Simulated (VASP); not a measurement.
A run of VASP 6.6.1 is set up as follows.

The input INCAR:

```
SYSTEM = Au
ALGO = Fast ; EDIFF = 1E-7
ENCUT = 520 ; GGA = PE
ISIF = 2 ; ISMEAR = -1
LASPH = .TRUE. ; LCHARG = .FALSE.
LREAL = .FALSE. ; LWAVE = .FALSE.
NBANDS = 12 ; NELM = 100
PREC = Accurate ; SIGMA = 0.1
```

Contents of KPOINTS:

```
k-points
0
G
  13 14 13
  0 0 0
```

File POSCAR:

```
Au
1.0
    2.8073190000     -0.0433470000     -0.0008520000
   -0.0433470000      2.6634960000     -0.0240980000
   -0.0008520000     -0.0240980000      2.7774360000
Au
1
Direct
    0.4894220000      0.4834150000      0.4898520000
```

Potentials or basis: VASP PAW PBE potentials, release 64 (Au).

Launch:

```sh
$ cat potpaw_PBE.64/Au/POTCAR > POTCAR
$ mpirun -np 1 vasp_std > vasp.out
```

(1) What does it give for the band gap on the k mesh?

(2) Predict the pressure.

Answers

(1) zero (an odd number of electrons rules out a gap without spin polarisation).

(2) 0.5 GPa.

Caveat: the stress differs along the axes, from -4 to 8 GPa; spin-orbit coupling is left out, which moves the levels of the heavy elements.
